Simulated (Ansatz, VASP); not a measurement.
# One calculation of HfO2, two programs

```
CELL_PARAMETERS angstrom
0.00000 2.55750 2.55750
2.55750 0.00000 2.55750
2.55750 2.55750 0.00000
ATOMIC_POSITIONS crystal
Hf 0.00000 0.00000 0.00000
O 0.75000 0.75000 0.75000
O 0.25000 0.25000 0.25000
```

Alike in both runs: task relaxation of cell and atoms; functional revPBE; dispersion D3(BJ); k mesh 9 × 9 × 9; occupations fermi-dirac, width 0.05 eV; no spin polarisation.

```csv
,VASP,Ansatz
version,VASP 6.6.1,Ansatz 0.2.0
potentials or method,"VASP PAW PBE potentials, release 64 (Hf_pv, O)",Ansatz PAW
plane-wave cutoff (eV),600,420
valence electrons in the cell,22,38
```

Ansatz gave:

```
gap on the k mesh at the Fermi level, each at its own relaxed structure (eV) : 3.97
relaxed volume (Å³/atom)                                                     : 10.89
relaxed cell length with the largest relative difference (Å)                 : 3.589
```

What did VASP give for the same quantities?

gap on the k mesh at the Fermi level, each at its own relaxed structure (eV): 4.02; relaxed volume (Å³/atom): 10.72; relaxed cell length with the largest relative difference (Å): 3.569.

VASP's potentials were made for PBE, not for revPBE. VASP's potentials hold 22 valence electrons a cell and Ansatz's 38, so a difference there can come from the potentials and not from the codes.

Spin-orbit coupling is off throughout. Noted on Ansatz's run: odd divisions of the mesh miss points on the zone boundary, where band edges often lie, so the gap on the mesh can be too wide; the plane-wave basis is chosen anew once the cell has moved, so the energies of steps on either side of that aren't comparable.
